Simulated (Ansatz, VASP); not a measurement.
MgO in VASP and in Ansatz

INCAR

```
SYSTEM = MgO
PREC     = Accurate       ! precision mode
ENCUT    = 520            ! plane-wave cutoff, eV
EDIFF    = 1E-7           ! SCF threshold, eV
ISMEAR   = 0              ! smearing method
SIGMA    = 0.02           ! smearing width, eV
LREAL    = .FALSE.        ! projectors in reciprocal space
LASPH    = .TRUE.         ! aspherical terms in the spheres
NELM     = 60             ! most SCF steps
ALGO     = Normal         ! electronic algorithm
ISIF     = 2              ! what is computed and relaxed
LWAVE    = .FALSE.        ! write WAVECAR
LCHARG   = .TRUE.         ! write CHGCAR
GGA      = PS             ! functional
LELF     = .TRUE.         ! ELF
LVHAR    = .TRUE.       
NBANDS   = 16             ! bands
```

The input KPOINTS:

```
Automatic mesh
0
G
  9 9 6
  0 0 0
```

Contents of POSCAR:

```
MgO
1.0
    3.4494925810      0.0000000000      0.0000000000
   -1.7247462906      2.9873482053      0.0000000000
    0.0000000000      0.0000000000      5.1216050957
Mg O
2 2
Direct
    0.3333333300      0.6666666700     -0.0075239821
    0.6666666700      0.3333333300      0.4996663819
    0.3333333300      0.6666666700      0.4227736669
    0.6666666700      0.3333333300      0.8942839332
```

Input for Ansatz:

```yaml
crystal:
  lattice:
    - [3.449492581, 0.0, 0.0]
    - [-1.7247462906, 2.9873482053, 0.0]
    - [0.0, 0.0, 5.1216050957]
  atoms:
    - { symbol: Mg, position: [0.33333333, 0.66666667, -0.0075239821] }
    - { symbol: Mg, position: [0.66666667, 0.33333333, 0.4996663819] }
    - { symbol: O, position: [0.33333333, 0.66666667, 0.4227736669] }
    - { symbol: O, position: [0.66666667, 0.33333333, 0.8942839332] }
basis:
  ecutwfc: 420
kpoints:
  mp_grid: { grid: [9, 9, 6] }
hamiltonian:
  xc: pbesol
scf:
  occupations: { method: gaussian, width: 0.02 }
output:
  forces: true
  stress: true
  eigenvalues: true
```

Alike in both runs: task single point; functional PBEsol; k mesh 9 × 9 × 6; occupations gaussian, width 0.02 eV; no spin polarisation.

|  | VASP | Ansatz |
| --- | --- | --- |
| version | VASP 6.6.1 | Ansatz 0.2.0 |
| potentials or method | VASP PAW PBE potentials, release 64 (Mg, O), cutoff 520 eV | scalar-relativistic, plane waves, PAW |
| valence electrons in the cell | 16 | 32 |

|  | VASP | Ansatz | Ansatz less VASP |
| --- | --- | --- | --- |
| gap on the k mesh at the Fermi level (eV) | 2.65 | 2.66 | +0.007 |
| least direct gap on the mesh (eV) | 2.65 | 2.66 | +0.007 |
| pressure (GPa) | -10.9 | -10.6 | +0.36 |
| traceless stress, the component that is largest in VASP (GPa) | 0.72 | 0.68 | -0.043 |
| rms of the force components (eV/Å) | 0.328 | 0.324 | -0.0033 |

VASP's potentials were made for PBE, not for PBEsol. Atom by atom the forces differ by 0.004 eV/Å (rms over components). With one functional, cell and mesh, what is left measures potentials, basis and numerics. VASP's potentials hold 16 valence electrons a cell and Ansatz's 32, so a difference there can come from the potentials and not from the codes.
